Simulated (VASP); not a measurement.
# SnSe2 (P-3m1) in VASP: further runs

The runs below take SnSe2 through single point, with PBEsol.

All numbers are computed with VASP 6.6.1; they aren't measurements. Logs are shortened: lines on timing, memory, paths and dates and some standing lists are left out, and cuts for length are marked.

### 1 The cell of the first run

It takes space group P-3m1 (No. 164, trigonal). Conventional cell: a = 4.023 Å, b = 4.023 Å, c = 5.507 Å, α = 90.00°, β = 90.00°, γ = 120.00°. Within 3.6 Å of Sn (site symmetry -3m) lie 6 Se at 2.70 Å. Within 3.6 Å of Se (site symmetry 3m) lie 3 Sn at 2.70 Å.

### 2 Single point, PBEsol

Contents of INCAR:

```
PREC = Accurate
ENCUT = 520
EDIFF = 1E-7
ISMEAR = 0
SIGMA = 0.05
LREAL = False
LASPH = True
NELM = 80
ALGO = Normal
ISIF = 2
LWAVE = False
LCHARG = True
GGA = PS
LELF = True
LVHAR = True
NBANDS = 20
```

Contents of KPOINTS:

```
Automatic mesh
0
Gamma
  9 9 6
```

Contents of POSCAR:

```
SnSe2
1.0
    4.0231463824      0.0000000000      0.0000000000
   -2.0115731912      3.4841469703      0.0000000000
    0.0000000000      0.0000000000      5.5068351236
Sn Se
1 2
Direct
    0.0000000000      0.0000000000      0.0000000000
    0.3333333333      0.6666666667      0.2500000000
    0.6666666667      0.3333333333      0.7500000000
```

Potentials or basis: VASP PAW PBE potentials, release 64 (Sn_d, Se).

Run with:

```console
$ cat potpaw_PBE.64/Sn_d/POTCAR potpaw_PBE.64/Se/POTCAR > POTCAR
$ mpirun -np 1 vasp_std > vasp.out
```

OUTCAR:

```text
PREC = Accurate
   ENCUT = 520
   EDIFF = 1E-7
   ISMEAR = 0
   LREAL = False
   LASPH = True
   NELM = 80
   ISIF = 2
   GGA = PS

 ion  position               nearest neighbor table
   1  0.000  0.000  0.000-   2 2.70   3 2.70   2 2.70   3 2.70   3 2.70   2 2.70
   2  0.333  0.667  0.250-   1 2.70   1 2.70   1 2.70
   3  0.667  0.333  0.750-   1 2.70   1 2.70   1 2.70

  LATTYP: Found a hexagonal cell.
 ALAT       =     4.0231463824
 C/A-ratio  =     1.3687881574

  Lattice vectors:

 A1 = (   4.0231463824,   0.0000000000,   0.0000000000)
 A2 = (  -2.0115731912,   3.4841469703,   0.0000000000)
 A3 = (   0.0000000000,   0.0000000000,   5.5068351236)

Analysis of symmetry for initial positions (statically):
=====================================================================
 Subroutine PRICEL returns:
 Original cell was already a primitive cell.

 Routine SETGRP: Setting up the symmetry group for a
 hexagonal supercell.

 Subroutine GETGRP returns: Found 12 space group operations
 (whereof 12 operations were pure point group operations)
 out of a pool of 24 trial point group operations.

The static configuration has the point symmetry D_3d.

Analysis of symmetry for dynamics (positions and initial velocities):
=====================================================================
 Subroutine PRICEL returns:
 Original cell was already a primitive cell.

 Routine SETGRP: Setting up the symmetry group for a
 hexagonal supercell.

 Subroutine GETGRP returns: Found 12 space group operations
 (whereof 12 operations were pure point group operations)
 out of a pool of 24 trial point group operations.

The dynamic configuration has the point symmetry D_3d.

 Subroutine INISYM returns: Found 12 space group operations
 (whereof 12 operations are pure point group operations),
 and found     1 'primitive' translations

----------------------------------------------------------------------------------------

                                     Primitive cell

  volume of cell :      77.1906

  direct lattice vectors                    reciprocal lattice vectors
     4.023146382  0.000000000  0.000000000     0.248561674  0.143507149  0.000000000
    -2.011573191  3.484146970  0.000000000     0.000000000  0.287014299  0.000000000
     0.000000000  0.000000000  5.506835124     0.000000000  0.000000000  0.181592508
[... 77 lines left out ...]
   PREC   = accura    normal or accurate (medium, high low for compatibility)
   ISTART =      0    job   : 0-new  1-cont  2-samecut
   ICHARG =      2    charge: 1-file 2-atom 10-const
   ISPIN  =      1    spin polarized calculation?
   LNONCOLLINEAR =      F non collinear calculations
   LSORBIT =      F    spin-orbit coupling
   LASPH  =      T    aspherical Exc in radial PAW
   ENCUT  =  520.0 eV  38.22 Ry    6.18 a.u.   7.48  7.48 10.24*2*pi/ulx,y,z
   NELM   =     80;   NELMIN=  2; NELMDL= -5     # of ELM steps
   EDIFF  = 0.1E-06   stopping-criterion for ELM
   LREAL  =      F    real-space projection
   EDIFFG = 0.1E-05   stopping-criterion for IOM
   NSW    =      0    number of steps for IOM
   IBRION =     -1    ionic relax: 0-MD 1-quasi-New 2-CG
   NFREE  =      0    steps in history (QN), initial steepest desc. (CG)
   ISIF   =      2    stress and relaxation
   ISYM   =      2    0-nonsym 1-usesym 2-fastsym
   POTIM  = 0.5000    time-step for ionic-motion
   TEBEG  =    0.0;   TEEND  =   0.0 temperature during run
   PSTRESS=    0.0 pullay stress
   NELECT =      26.0000    total number of electrons
   NUPDOWN=      -1.0000    fix difference up-down
   EMIN   =  10.00;   EMAX   =-10.00  energy-range for DOS
   EFERMI =   0.00;   METHOD = LEGACY
   ISMEAR =     0;   SIGMA  =   0.05  broadening in eV -4-tet -1-fermi 0-gaus
   EFERMI_NEDOS =   21; number of points for ismear=-14 and -15
   IALGO  =     38    algorithm
   IMIX   =      4    mixing-type and parameters
     AMIX     =   0.40;   BMIX     =  1.00
     AMIX_MAG =   1.60;   BMIX_MAG =  1.00
  volume/ion in A,a.u.               =      25.73       173.64
  Fermi-wavevector in a.u.,A,eV,Ry     =   1.139054  2.152501 17.652812  1.297445
  Thomas-Fermi vector in A             =   2.275758
   LORBIT       =      0    0 simple, 1 ext, 2 COOP (PROOUT), +10 PAW based schemes
   GGA     = PS    functional components
   LHFCALC =     F    Hartree Fock is set to
   AEXX    =    0.0000 exact exchange contribution
   IVDW    =     0    specifies the selected vdW correction
   LEPSILON=     F    determine dielectric tensor
   LRPA    =     F    only Hartree local field effects (RPA)
 non-spin polarized calculation
 Gauss-broadening in eV      SIGMA  =   0.05
  energy-cutoff  :      520.00
  volume of cell :       77.19
 maximum number of plane-waves:      2120
 NGX is ok and might be reduce to    30

 number of electron      25.9999994 magnetization

 Free energy of the ion-electron system (eV)
  ---------------------------------------------------
  ext. energy  EPLUGINS =         0.00000000
  ---------------------------------------------------
  free energy    TOTEN  =       -12.70638241 eV

  energy without entropy =      -12.70576917  energy(sigma->0) =      -12.70607579

 E-fermi :   4.8567     XC(G=0):  -9.6814

 val. band max:        4.8312214181   @ k =   0.1111   0.0000   0.0000
 cond. band min:       4.8949129474   @ k =   0.0000   0.3333   0.3333
 fundamental gap:      0.0636915293
 Fermi energy:         4.8567412968

 k-point     1 :       0.0000    0.0000    0.0000
  band No.  band energies     occupation
      1     -17.0938      2.00000
      2     -17.0938      2.00000
      3     -17.0784      2.00000
      4     -17.0457      2.00000
      5     -17.0457      2.00000
      6      -9.8125      2.00000
[... 541 lines left out ...]
     19      11.1494      0.00000
     20      13.3850      0.00000

 [... further k-points ...]
[... 5 lines left out ...]
  --------------------------------------------------------------------------------------
  -------------------------------------------------------------------------------------
  Total       -0.2332261     -0.2332261      2.8777619      0.0000000      0.0000000      0.0000000
  in kB       -4.8408691     -4.8408691     59.7311751      0.0000000      0.0000000      0.0000000
  external PRESSURE =      16.6831457 kB  Pullay stress =       0.0000000 kB

 VOLUME and BASIS-vectors are now :
 -----------------------------------------------------------------------------
  energy-cutoff  :      520.00
  volume of cell :       77.19
      direct lattice vectors                 reciprocal lattice vectors
     4.023146382  0.000000000  0.000000000     0.248561674  0.143507149  0.000000000
    -2.011573191  3.484146970  0.000000000     0.000000000  0.287014299  0.000000000
     0.000000000  0.000000000  5.506835124     0.000000000  0.000000000  0.181592508

 POSITION                                       TOTAL-FORCE (eV/Angst)
 -----------------------------------------------------------------------------------
      0.00000      0.00000      0.00000        -0.000000      0.000000     -0.000000
     -0.00000      2.32276      1.37671        -0.000000      0.000000      1.110714
      2.01157      1.16138      4.13013         0.000000     -0.000000     -1.110714
 -----------------------------------------------------------------------------------
    total drift:                                0.000000      0.000000     -0.000000

  FREE ENERGIE OF THE ION-ELECTRON SYSTEM (eV)
  ---------------------------------------------------
  free  energy   TOTEN  =       -12.7063824131 eV

  energy  without entropy=      -12.7057691700  energy(sigma->0) =      -12.70607579
```

OSZICAR:

```text
N       E                     dE             d eps       ncg     rms          rms(c)
DAV:   1     0.203020030924E+03    0.20302E+03   -0.12158E+04  2516   0.148E+03
DAV:   2     0.107022560972E+02   -0.19232E+03   -0.18504E+03  2616   0.381E+02
DAV:   3    -0.122083897242E+02   -0.22911E+02   -0.22289E+02  3016   0.114E+02
DAV:   4    -0.130098485846E+02   -0.80146E+00   -0.79951E+00  2980   0.220E+01
DAV:   5    -0.130282729102E+02   -0.18424E-01   -0.18423E-01  3308   0.355E+00    0.503E+00
DAV:   6    -0.127370946683E+02    0.29118E+00   -0.53830E-01  3604   0.794E+00    0.321E+00
DAV:   7    -0.127087739100E+02    0.28321E-01   -0.16747E-01  3048   0.269E+00    0.100E+00
DAV:   8    -0.127062687040E+02    0.25052E-02   -0.15321E-02  3152   0.129E+00    0.276E-01
DAV:   9    -0.127063682590E+02   -0.99555E-04   -0.15933E-03  2884   0.373E-01    0.889E-02
DAV:  10    -0.127063621156E+02    0.61434E-05   -0.13799E-04  2916   0.880E-02    0.304E-02
DAV:  11    -0.127063813759E+02   -0.19260E-04   -0.23912E-05  2784   0.310E-02    0.530E-03
DAV:  12    -0.127063821002E+02   -0.72423E-06   -0.35183E-06  3000   0.118E-02    0.442E-03
DAV:  13    -0.127063823695E+02   -0.26931E-06   -0.10008E-06  2764   0.806E-03    0.186E-03
DAV:  14    -0.127063824131E+02   -0.43628E-07   -0.41593E-08  1948   0.159E-03
   1 F= -.12706382E+02 E0= -.12706076E+02  d E =-.613243E-03
```

Run time: 84 s. Hardware: 1 thread of Intel Xeon Platinum 8488C (Sapphire Rapids), shared host; peak memory 0.24 GiB.

Results:

```yaml
Free_energy: -12.7064 eV
Pressure: 1.7 GPa
Largest_force: 1.111 eV/Å
Band_gap_on_the_k_mesh: 0.06 eV, indirect (least direct gap 0.42 eV)
```

Forces in eV/Å, atoms in the order of the input:
```
Sn   0.000  0.000  0.000
Se   0.000  0.000  1.111
Se   0.000  0.000 -1.111
```

Caveat: the PAW data sets were made with another functional, which shifts forces and pressure a little; spin-orbit coupling is left out, which moves the levels of the heavy elements.

### 3 Single point, PBEsol

This run uses another cell than the first one, of the same volume but with other edges.

Contents of INCAR:

```
SYSTEM = SnSe2
ALGO     = Normal         ! electronic algorithm
EDIFF    = 1E-7           ! SCF threshold, eV
ENCUT    = 520            ! plane-wave cutoff, eV
GGA      = PS             ! functional
ISIF     = 2              ! what is computed and relaxed
ISMEAR   = 0              ! smearing method
LASPH    = .True.         ! aspherical terms in the spheres
LCHARG   = .False.        ! write CHGCAR
LREAL    = .False.        ! projectors in reciprocal space
LWAVE    = .False.        ! write WAVECAR
NBANDS   = 20             ! bands
NELM     = 100            ! most SCF steps
PREC     = Accurate       ! precision mode
SIGMA    = 0.05           ! smearing width, eV
```

Contents of KPOINTS:

```
k-points
0
Gamma
  9 9 6
  0 0 0
```

Contents of POSCAR:

```
SnSe2
1.0
    3.5862871595      0.0000000000      0.0000000000
   -1.7931435797      3.1058157854      0.0000000000
    0.0000000000      0.0000000000      6.9301657311
Sn Se
1 2
Direct
    0.0000000000      0.0000000000      0.0000000000
    0.3333333333      0.6666666667      0.2500000000
    0.6666666667      0.3333333333      0.7500000000
```

Potentials or basis: VASP PAW PBE potentials, release 64 (Sn_d, Se).

Run with:

```console
$ cat potpaw_PBE.64/Sn_d/POTCAR potpaw_PBE.64/Se/POTCAR > POTCAR
$ mpirun -np 1 vasp_std > vasp.out
```

Wall time 82 s (1 thread of Intel Xeon Platinum 8488C (Sapphire Rapids), shared host); peak memory 0.25 GiB.

It converged, with:

```
Free energy            : -12.6715 eV
Pressure               : 2.9 GPa
Largest force          : 0.604 eV/Å
Band gap on the k mesh : zero (band 13 reaches 4.60 eV, above the bottom of band 14 at 4.49 eV)
```

Forces in eV/Å, atoms in the order of the input:
```
Sn   0.000  0.000  0.000
Se   0.000  0.000 -0.604
Se   0.000  0.000  0.604
```

Stress tensor (GPa, compression positive):
```
 6.89  0.00  0.00
 0.00  6.89  0.00
 0.00  0.00 -5.16
```

Levels at points of the mesh, in eV from the Fermi level:
| k point | band 10 | band 11 | band 12 | band 13 | band 14 | band 15 | band 16 | band 17 |
| --- | --- | --- | --- | --- | --- | --- | --- | --- |
| (0.00, 0.00, 0.00) | -0.35 | -0.35 | -0.05 | -0.05 | 0.84 | 3.54 | 4.86 | 4.86 |
| (0.00, 0.00, 0.50) | -0.40 | -0.40 | 0.02 | 0.02 | 2.50 | 3.38 | 4.76 | 4.76 |

Caveat: the PAW data sets were made with another functional, which shifts forces and pressure a little; spin-orbit coupling is left out, which moves the levels of the heavy elements; this functional lacks dispersion, which binds the layers, so the pressure and a relaxed spacing across them are unreliable.

(Continued in part 2 of 2.)
